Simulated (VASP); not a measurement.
# Ag (Fm-3m) in VASP: further runs

Runs on Ag. Level: PBE. Tasks: single point.

All numbers are computed with VASP 6.6.1; they aren't measurements. Logs are shortened: lines on timing, memory, paths and dates and some standing lists are left out, and cuts for length are marked.

### Step 1. The cell of the first run

It takes space group Fm-3m (No. 225, cubic). The conventional cell has a = 4.229 Å, b = 4.229 Å, c = 4.229 Å, α = 90.00°, β = 90.00°, γ = 90.00°. Ag (site symmetry m-3m) has 12 Ag at 2.99 Å within 3.9 Å.

### Step 2. Single point, PBE

INCAR reads:

```
SYSTEM = Ag
PREC = Accurate
ENCUT = 520
EDIFF = 1E-7
ISMEAR = -1
SIGMA = 0.06122561905347299
LREAL = .False.
LASPH = .True.
NELM = 100
ALGO = Normal
ISIF = 2
LWAVE = .False.
LCHARG = .False.
GGA = PE
NBANDS = 12
```

KPOINTS reads:

```
Automatic mesh
0
Gamma
  23 23 23
  0 0 0
```

POSCAR reads:

```
Ag
1.0
    0.0000000000      2.1145503012      2.1145503012
    2.1145503012      0.0000000000      2.1145503012
    2.1145503012      2.1145503012      0.0000000000
Ag
1
Direct
    0.0000000000      0.0000000000      0.0000000000
```

Potentials or basis: VASP PAW PBE potentials, release 64 (Ag).

The run is started by

```
$ cat potpaw_PBE.64/Ag/POTCAR > POTCAR
$ mpirun -np 1 vasp_std > vasp.out
```

OUTCAR:

```text
SYSTEM = Ag
   PREC = Accurate
   ENCUT = 520
   EDIFF = 1E-7
   ISMEAR = -1
   LREAL = .False.
   LASPH = .True.
   NELM = 100
   ISIF = 2
   GGA = PE

 ion  position               nearest neighbor table
   1  0.000  0.000  0.000-

  LATTYP: Found a face centered cubic cell.
 ALAT       =     4.2291006024

  Lattice vectors:

 A1 = (   0.0000000000,   2.1145503012,   2.1145503012)
 A2 = (   2.1145503012,   0.0000000000,   2.1145503012)
 A3 = (   2.1145503012,   2.1145503012,   0.0000000000)

Analysis of symmetry for initial positions (statically):
=====================================================================
 Subroutine PRICEL returns:
 Original cell was already a primitive cell.

 Routine SETGRP: Setting up the symmetry group for a
 face centered cubic supercell.

 Subroutine GETGRP returns: Found 48 space group operations
 (whereof 48 operations were pure point group operations)
 out of a pool of 48 trial point group operations.

The static configuration has the point symmetry O_h .

Analysis of symmetry for dynamics (positions and initial velocities):
=====================================================================
 Subroutine PRICEL returns:
 Original cell was already a primitive cell.

 Routine SETGRP: Setting up the symmetry group for a
 face centered cubic supercell.

 Subroutine GETGRP returns: Found 48 space group operations
 (whereof 48 operations were pure point group operations)
 out of a pool of 48 trial point group operations.

The dynamic configuration has the point symmetry O_h .

 Subroutine INISYM returns: Found 48 space group operations
 (whereof 48 operations are pure point group operations),
 and found     1 'primitive' translations

----------------------------------------------------------------------------------------

                                     Primitive cell

  volume of cell :      18.9097

  direct lattice vectors                    reciprocal lattice vectors
     0.000000000  2.114550301  2.114550301    -0.236456896  0.236456896  0.236456896
     2.114550301  0.000000000  2.114550301     0.236456896 -0.236456896  0.236456896
     2.114550301  2.114550301  0.000000000     0.236456896  0.236456896 -0.236456896

  length of vectors
     2.990425714  2.990425714  2.990425714     0.409555357  0.409555357  0.409555357

  position of ions in fractional coordinates (direct lattice)
     0.000000000  0.000000000  0.000000000

  ion indices of the primitive-cell ions
   primitive index   ion index
                 1           1

----------------------------------------------------------------------------------------

 KPOINTS: Automatic mesh

Automatic generation of k-mesh.
 Grid dimensions read from file:
 generate k-points for:   23   23   23

 Generating k-lattice:

  Cartesian coordinates                     Fractional coordinates (reciprocal lattice)
    -0.010280735  0.010280735  0.010280735     0.043478261  0.000000000  0.000000000
     0.010280735 -0.010280735  0.010280735     0.000000000  0.043478261  0.000000000
     0.010280735  0.010280735 -0.010280735     0.000000000  0.000000000  0.043478261

  Length of vectors
     0.017806755  0.017806755  0.017806755

  Shift w.r.t. Gamma in fractional coordinates (k-lattice)
     0.000000000  0.000000000  0.000000000

 Subroutine IBZKPT returns following result:
 ===========================================

 Found    364 irreducible k-points:

 Following reciprocal coordinates:
            Coordinates               Weight
  0.000000  0.000000  0.000000      1.000000
  0.043478  0.000000  0.000000      8.000000
  0.086957  0.000000  0.000000      8.000000
  0.130435  0.000000  0.000000      8.000000
  0.173913  0.000000  0.000000      8.000000
  0.217391  0.000000  0.000000      8.000000
[... 16 lines left out ...]
  0.478261  0.043478  0.000000     24.000000
 -0.478261  0.043478  0.000000     24.000000
 [... further k-points ...]
   k-points           NKPTS =    364   k-points in BZ     NKDIM =    364   number of bands    NBANDS=     12
   number of dos      NEDOS =    301   number of ions     NIONS =      1
   total plane-waves  NPLWV =  13824
   dimension x,y,z NGX =    24 NGY =   24 NGZ =   24
   dimension x,y,z NGXF=    48 NGYF=   48 NGZF=   48
   ions per type =               1
   NGX,Y,Z   is equivalent  to a cutoff of  13.34, 13.34, 13.34 a.u.
   NGXF,Y,Z  is equivalent  to a cutoff of  26.68, 26.68, 26.68 a.u.
 SYSTEM =  Ag
   PREC   = accura    normal or accurate (medium, high low for compatibility)
   ISTART =      0    job   : 0-new  1-cont  2-samecut
   ICHARG =      2    charge: 1-file 2-atom 10-const
   ISPIN  =      1    spin polarized calculation?
   LNONCOLLINEAR =      F non collinear calculations
   LSORBIT =      F    spin-orbit coupling
   LASPH  =      T    aspherical Exc in radial PAW
   ENCUT  =  520.0 eV  38.22 Ry    6.18 a.u.   5.56  5.56  5.56*2*pi/ulx,y,z
   NELM   =    100;   NELMIN=  2; NELMDL= -5     # of ELM steps
   EDIFF  = 0.1E-06   stopping-criterion for ELM
   LREAL  =      F    real-space projection
   EDIFFG = 0.1E-05   stopping-criterion for IOM
   NSW    =      0    number of steps for IOM
   IBRION =     -1    ionic relax: 0-MD 1-quasi-New 2-CG
   NFREE  =      0    steps in history (QN), initial steepest desc. (CG)
   ISIF   =      2    stress and relaxation
   ISYM   =      2    0-nonsym 1-usesym 2-fastsym
   POTIM  = 0.5000    time-step for ionic-motion
   TEBEG  =    0.0;   TEEND  =   0.0 temperature during run
   PSTRESS=    0.0 pullay stress
   NELECT =      11.0000    total number of electrons
   NUPDOWN=      -1.0000    fix difference up-down
   EMIN   =  10.00;   EMAX   =-10.00  energy-range for DOS
   EFERMI =   0.00;   METHOD = LEGACY
   ISMEAR =    -1;   SIGMA  =   0.06  broadening in eV -4-tet -1-fermi 0-gaus
   EFERMI_NEDOS =   21; number of points for ismear=-14 and -15
   IALGO  =     38    algorithm
   IMIX   =      4    mixing-type and parameters
     AMIX     =   0.40;   BMIX     =  1.00
     AMIX_MAG =   1.60;   BMIX_MAG =  1.00
  volume/ion in A,a.u.               =      18.91       127.61
  Fermi-wavevector in a.u.,A,eV,Ry     =   1.366609  2.582517 25.410526  1.867621
  Thomas-Fermi vector in A             =   2.492735
   LORBIT       =      0    0 simple, 1 ext, 2 COOP (PROOUT), +10 PAW based schemes
   GGA     = PE    functional components
   LHFCALC =     F    Hartree Fock is set to
   AEXX    =    0.0000 exact exchange contribution
   IVDW    =     0    specifies the selected vdW correction
   LEPSILON=     F    determine dielectric tensor
   LRPA    =     F    only Hartree local field effects (RPA)
 non-spin polarized calculation
  energy-cutoff  :      520.00
  volume of cell :       18.91
 maximum number of plane-waves:       532
   NGX = 11   NGY = 11   NGZ = 11

 number of electron      11.0000003 magnetization

 Free energy of the ion-electron system (eV)
  ---------------------------------------------------
  ext. energy  EPLUGINS =         0.00000000
  ---------------------------------------------------
  free energy    TOTEN  =        -2.70227246 eV

  energy without entropy =       -2.69805223  energy(sigma->0) =       -2.70016234

 E-fermi :   7.1037     XC(G=0): -11.6022

 val. band max:        7.0715058376   @ k =  -0.4783   0.0435   0.0000
 cond. band min:       7.1099361026   @ k =  -0.3043   0.2174   0.0870
 fundamental gap:      0.0384302651
 Fermi energy:         7.1037295928

 k-point     1 :       0.0000    0.0000    0.0000
  band No.  band energies     occupation
      1       0.0341      2.00000
      2       2.6153      2.00000
      3       2.6153      2.00000
      4       2.6153      2.00000
      5       3.4743      2.00000
      6       3.4743      2.00000
      7      22.8373      0.00000
      8      25.8039      0.00000
      9      25.8039      0.00000
     10      25.8039      0.00000
     11      30.3817      0.00000
     12      30.9243      0.00000

 k-point     2 :       0.0435    0.0000    0.0000
  band No.  band energies     occupation
      1       0.0888      2.00000
      2       2.6041      2.00000
      3       2.6294      2.00000
      4       2.6294      2.00000
      5       3.4690      2.00000
      6       3.4690      2.00000
      7      22.8321      0.00000
      8      25.2513      0.00000
      9      25.8076      0.00000
     10      25.8076      0.00000
     11      30.3856      0.00000
     12      30.8967      0.00000

 k-point     3 :       0.0870    0.0000    0.0000
  band No.  band energies     occupation
      1       0.2495      2.00000
      2       2.5750      2.00000
      3       2.6685      2.00000
      4       2.6685      2.00000
      5       3.4565      2.00000
      6       3.4565      2.00000
      7      22.6748      0.00000
      8      24.1955      0.00000
      9      25.8121      0.00000
     10      25.8121      0.00000
     11      29.8403      0.00000
     12      30.7810      0.00000
[... 286 lines left out ...]
 k-point    23 :       0.4783    0.0435    0.0000
  band No.  band energies     occupation
      1       1.3205      2.00000
      2       2.5873      2.00000
      3       2.6317      2.00000
      4       4.0111      2.00000
      5       4.1370      2.00000
      6       6.7763      1.99052
      7      10.5268      0.00000
      8      22.0364      0.00000
      9      23.5790      0.00000
     10      23.6781      0.00000
     11      28.7357      0.00000
     12      28.7846      0.00000

 k-point    24 :      -0.4783    0.0435    0.0000
  band No.  band energies     occupation
      1       1.3137      2.00000
      2       2.5841      2.00000
      3       2.6227      2.00000
      4       4.0530      2.00000
      5       4.1295      2.00000
      6       7.0715      1.25724
      7      10.1677      0.00000
      8      21.9895      0.00000
      9      23.4656      0.00000
     10      23.7313      0.00000
     11      28.6728      0.00000
     12      28.8036      0.00000

 [... further k-points ...]
[... 5 lines left out ...]
  --------------------------------------------------------------------------------------
  -------------------------------------------------------------------------------------
  Total       -0.5272759     -0.5272759     -0.5272759      0.0000000      0.0000000     -0.0000000
  in kB      -44.6749842    -44.6749842    -44.6749842      0.0000000      0.0000000     -0.0000000
  external PRESSURE =     -44.6749842 kB  Pullay stress =       0.0000000 kB

 VOLUME and BASIS-vectors are now :
 -----------------------------------------------------------------------------
  energy-cutoff  :      520.00
  volume of cell :       18.91
      direct lattice vectors                 reciprocal lattice vectors
     0.000000000  2.114550301  2.114550301    -0.236456896  0.236456896  0.236456896
     2.114550301  0.000000000  2.114550301     0.236456896 -0.236456896  0.236456896
     2.114550301  2.114550301  0.000000000     0.236456896  0.236456896 -0.236456896

 POSITION                                       TOTAL-FORCE (eV/Angst)
 -----------------------------------------------------------------------------------
      0.00000      0.00000      0.00000        -0.000000     -0.000000     -0.000000
 -----------------------------------------------------------------------------------
    total drift:                               -0.000000     -0.000000     -0.000000

  FREE ENERGIE OF THE ION-ELECTRON SYSTEM (eV)
  ---------------------------------------------------
  free  energy   TOTEN  =        -2.7022724565 eV

  energy  without entropy=       -2.6980522300  energy(sigma->0) =       -2.70016234
```

Wall time 28 s (1 thread of Intel Xeon Platinum 8559C (Emerald Rapids), shared host); peak memory 0.2 GiB.

Results:

```
Free energy : -2.7023 eV
Pressure    : -4.5 GPa
```

### Step 3. Single point, PBE

INCAR reads:

```
  PREC = Accurate
  ENCUT = 520
  EDIFF = 1E-7
  ISMEAR = -1
  SIGMA = 0.06122561905347299
  LREAL = F
  LASPH = T
  NELM = 80
  ALGO = Normal
  ISIF = 2
  LWAVE = F
  LCHARG = F
  GGA = PE
  NBANDS = 12
```

KPOINTS reads:

```
Automatic mesh
0
Gamma
  23 23 23
```

POSCAR is that of step 2.

Potentials or basis: VASP PAW PBE potentials, release 64 (Ag).

The run is started by

```
$ cat potpaw_PBE.64/Ag/POTCAR > POTCAR
$ mpirun -np 1 vasp_std > vasp.out
```

OUTCAR:

```text
PREC = Accurate
   ENCUT = 520
   EDIFF = 1E-7
   ISMEAR = -1
   LREAL = F
   LASPH = T
   NELM = 80
   ISIF = 2
   GGA = PE

 ion  position               nearest neighbor table
   1  0.000  0.000  0.000-

  LATTYP: Found a face centered cubic cell.
 ALAT       =     4.2291006024

  Lattice vectors:

 A1 = (   0.0000000000,   2.1145503012,   2.1145503012)
 A2 = (   2.1145503012,   0.0000000000,   2.1145503012)
 A3 = (   2.1145503012,   2.1145503012,   0.0000000000)

Analysis of symmetry for initial positions (statically):
=====================================================================
 Subroutine PRICEL returns:
 Original cell was already a primitive cell.

 Routine SETGRP: Setting up the symmetry group for a
 face centered cubic supercell.

 Subroutine GETGRP returns: Found 48 space group operations
 (whereof 48 operations were pure point group operations)
 out of a pool of 48 trial point group operations.

The static configuration has the point symmetry O_h .

Analysis of symmetry for dynamics (positions and initial velocities):
[... 160 lines left out ...]
 fundamental gap:      0.0384302651
 Fermi energy:         7.1037295928

 k-point     1 :       0.0000    0.0000    0.0000
  band No.  band energies     occupation
      1       0.0341      2.00000
      2       2.6153      2.00000
      3       2.6153      2.00000
      4       2.6153      2.00000
      5       3.4743      2.00000
      6       3.4743      2.00000
      7      22.8373      0.00000
      8      25.8039      0.00000
      9      25.8039      0.00000
     10      25.8039      0.00000
     11      30.3817      0.00000
     12      30.9243      0.00000
[... 331 lines left out ...]
 k-point    24 :      -0.4783    0.0435    0.0000
  band No.  band energies     occupation
      1       1.3137      2.00000
      2       2.5841      2.00000
      3       2.6227      2.00000
      4       4.0530      2.00000
      5       4.1295      2.00000
      6       7.0715      1.25724
      7      10.1677      0.00000
      8      21.9895      0.00000
      9      23.4656      0.00000
     10      23.7313      0.00000
     11      28.6728      0.00000
     12      28.8036      0.00000

 [... further k-points ...]
[... 5 lines left out ...]
  --------------------------------------------------------------------------------------
  -------------------------------------------------------------------------------------
  Total       -0.5272759     -0.5272759     -0.5272759      0.0000000      0.0000000     -0.0000000
  in kB      -44.6749842    -44.6749842    -44.6749842      0.0000000      0.0000000     -0.0000000
  external PRESSURE =     -44.6749842 kB  Pullay stress =       0.0000000 kB

 VOLUME and BASIS-vectors are now :
 -----------------------------------------------------------------------------
  energy-cutoff  :      520.00
  volume of cell :       18.91
      direct lattice vectors                 reciprocal lattice vectors
     0.000000000  2.114550301  2.114550301    -0.236456896  0.236456896  0.236456896
     2.114550301  0.000000000  2.114550301     0.236456896 -0.236456896  0.236456896
     2.114550301  2.114550301  0.000000000     0.236456896  0.236456896 -0.236456896

 POSITION                                       TOTAL-FORCE (eV/Angst)
 -----------------------------------------------------------------------------------
      0.00000      0.00000      0.00000        -0.000000     -0.000000     -0.000000
 -----------------------------------------------------------------------------------
    total drift:                               -0.000000     -0.000000     -0.000000

  FREE ENERGIE OF THE ION-ELECTRON SYSTEM (eV)
  ---------------------------------------------------
  free  energy   TOTEN  =        -2.7022724565 eV

  energy  without entropy=       -2.6980522300  energy(sigma->0) =       -2.70016234
```

OSZICAR:

```text
N       E                     dE             d eps       ncg     rms          rms(c)
DAV:   1     0.514735784166E+02    0.51474E+02   -0.54099E+03  8800   0.812E+02
DAV:   2    -0.210827363548E+01   -0.53582E+02   -0.50543E+02  9996   0.188E+02
DAV:   3    -0.292091966798E+01   -0.81265E+00   -0.81215E+00 10372   0.248E+01
DAV:   4    -0.292347255308E+01   -0.25529E-02   -0.25528E-02 10144   0.146E+00
DAV:   5    -0.292349451433E+01   -0.21961E-04   -0.21962E-04 10444   0.123E-01    0.401E+00
DAV:   6    -0.270876579827E+01    0.21473E+00   -0.91884E-01  9496   0.842E+00    0.275E+00
DAV:   7    -0.270421977856E+01    0.45460E-02   -0.49946E-03 10064   0.708E-01    0.160E+00
DAV:   8    -0.270225672756E+01    0.19631E-02   -0.72134E-04  9780   0.219E-01    0.608E-02
DAV:   9    -0.270226758431E+01   -0.10857E-04   -0.97655E-06 10336   0.235E-02    0.221E-02
DAV:  10    -0.270227269173E+01   -0.51074E-05   -0.39688E-06  9932   0.190E-02    0.243E-03
DAV:  11    -0.270227250762E+01    0.18410E-06   -0.64939E-08  7560   0.214E-03    0.814E-04
DAV:  12    -0.270227245652E+01    0.51106E-07   -0.85684E-09  5368   0.776E-04
   1 F= -.27022725E+01 E0= -.27001623E+01  d E =-.422023E-02
```

stdout:

```text
POSCAR found type information on POSCAR Ag
 POSCAR found :  1 types and       1 ions
 scaLAPACK will be used
 LDA part: xc-table for (Slater+PW92), standard interpolation
 POSCAR, INCAR and KPOINTS ok, starting setup
 FFT: planning ... GRIDC
 FFT: planning ... GRID_SOFT
 FFT: planning ... GRID
 WAVECAR not read
 entering main loop
```

Wall time 25 s (1 thread of Intel Xeon Platinum 8559C (Emerald Rapids), shared host); peak memory 0.2 GiB.

Results:

```yaml
Free_energy: -2.7023 eV
Pressure: -4.5 GPa
```

Levels at points of the mesh, in eV from the Fermi level:
| k point | band 2 | band 3 | band 4 | band 5 | band 6 | band 7 | band 8 | band 9 | band 10 | band 11 |
| --- | --- | --- | --- | --- | --- | --- | --- | --- | --- | --- |
| (0.00, 0.00, 0.00) | -4.49 | -4.49 | -4.49 | -3.63 | -3.63 | 15.73 | 18.70 | 18.70 | 18.70 | 23.28 |

### Step 4. Single point, PBE

This run uses another cell than the first one, of 17.13 Å³/atom, 0.906 times its volume.

INCAR reads:

```
SYSTEM = Ag
  ALGO = Normal
  EDIFF = 1E-6
  ENCUT = 520
  GGA = PE
  ISIF = 2
  ISMEAR = -1
  LASPH = .TRUE.
  LCHARG = .FALSE.
  LREAL = .FALSE.
  LWAVE = .FALSE.
  NBANDS = 12
  NELM = 80
  PREC = Accurate
  SIGMA = 0.06122561905347299
```

KPOINTS reads:

```
k-points
0
G
  45 45 45
  0 0 0
```

POSCAR reads:

```
Ag
1.0
    0.0000000000      2.0458469607      2.0458469607
    2.0458469607      0.0000000000      2.0458469607
    2.0458469607      2.0458469607      0.0000000000
Ag
1
Direct
    0.0000000000      0.0000000000      0.0000000000
```

The run is started by

```
$ cat potpaw_PBE.64/Ag/POTCAR > POTCAR
$ mpirun -np 1 vasp_std > vasp.out
```

Wall time 2.4 min (1 thread of Intel Xeon Platinum 8559C (Emerald Rapids), shared host); peak memory 0.54 GiB.

Results (log left out):

```
Free energy : -2.7109 eV
Pressure    : 4.0 GPa
```

Levels at points of the mesh, in eV from the Fermi level:
```tsv
k point	band 4	band 5	band 6	band 7	band 8	band 9
(0.00, 0.00, 0.00)	-4.84	-3.81	-3.81	15.97	19.52	19.52
```

(Part 1 of 2 ends here.)
